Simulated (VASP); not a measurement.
RhCl, 2 atoms in the cell. It takes space group Pm-3m (No. 221, cubic). The conventional cell has a = 3.142 Å, b = 3.142 Å, c = 3.142 Å, α = 90.00°, β = 90.00°, γ = 90.00°. Within 3.6 Å of Rh (site symmetry m-3m) lie 8 Cl at 2.72 Å and 6 Rh at 3.14 Å. Within 3.6 Å of Cl (site symmetry m-3m) lie 8 Rh at 2.72 Å and 6 Cl at 3.14 Å. 

```yaml
Program: VASP 6.6.1
Task: single point
Functional: PBE
Potentials_or_basis: VASP PAW PBE potentials, release 64 (Rh_pv, Cl)
Cutoff: 520 eV
k_mesh: 18 × 18 × 18
Occupations: gaussian, width 0.1 eV
Spin: no spin polarisation
Dipole_correction: no
Further_INCAR_settings: ALGO = Normal; EDIFF = 1e-07; NBANDS = 18
```

Potentials or basis: VASP PAW PBE potentials, release 64 (Rh_pv, Cl).

Run with:

```bash
$ cat potpaw_PBE.64/Rh_pv/POTCAR potpaw_PBE.64/Cl/POTCAR > POTCAR
$ mpirun -np 1 vasp_std > vasp.out
```

Hardware: 1 thread of Oxide Virtual Turin-like Processor (shared host).

**Question.** How long does it take, and how much memory?

**Answer.** Run time: 100 s on 1 thread of Oxide Virtual Turin-like Processor (shared host), peak memory 0.2 GiB. Counts: scf iterations 13, k points 220.
